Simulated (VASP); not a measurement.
Write the native input for VASP 6.6.1 that does the following.

```
Task                   : single point
Functional             : PBE
Potentials or basis    : VASP PAW PBE potentials, release 64 (Mo_sv, Si)
Cutoff                 : 520 eV
k mesh                 : 9 × 9 × 9
Occupations            : fermi-dirac, width 0.05 eV
Spin                   : no spin polarisation
Dipole correction      : no
Further INCAR settings : ALGO = Normal; EDIFF = 1e-06; NBANDS = 18
```

The structure of Si2Mo lies in POSCAR:

```
Si2Mo
1.0
   -1.6640000000      1.6640000000      3.9305000000
    1.6640000000     -1.6640000000      3.9305000000
    1.6640000000      1.6640000000     -3.9305000000
Mo Si
1 2
Direct
    0.0000000000      0.0000000000      0.0000000000
    0.6670000000      0.6670000000      0.0000000000
    0.3330000000      0.3330000000      0.0000000000
```

One way to write it, as run:

INCAR

```
SYSTEM = Si2Mo
  PREC = Accurate
  ENCUT = 520
  EDIFF = 1E-6
  ISMEAR = -1
  SIGMA = 0.05
  LREAL = .False.
  LASPH = .True.
  NELM = 60
  ALGO = Normal
  ISIF = 2
  LWAVE = .False.
  LCHARG = .True.
  GGA = PE
  LELF = .True.
  LVHAR = .True.
  NBANDS = 18
```

KPOINTS

```
Automatic mesh
0
Gamma
  9 9 9
  0 0 0
```

Potentials or basis: VASP PAW PBE potentials, release 64 (Mo_sv, Si).

Launch:

```sh
$ cat potpaw_PBE.64/Mo_sv/POTCAR potpaw_PBE.64/Si/POTCAR > POTCAR
$ mpirun -np 1 vasp_std > vasp.out
```

It gave:

```
Pressure               : -11.2 GPa
Largest force          : 0.391 eV/Å
Band gap on the k mesh : zero (band 11 reaches 11.42 eV, above the bottom of band 12 at 10.66 eV)
```

It took 62 s on 1 thread of Intel(R) Xeon(R) 6975P-C (Granite Rapids) (shared host), peak memory 0.21 GiB.
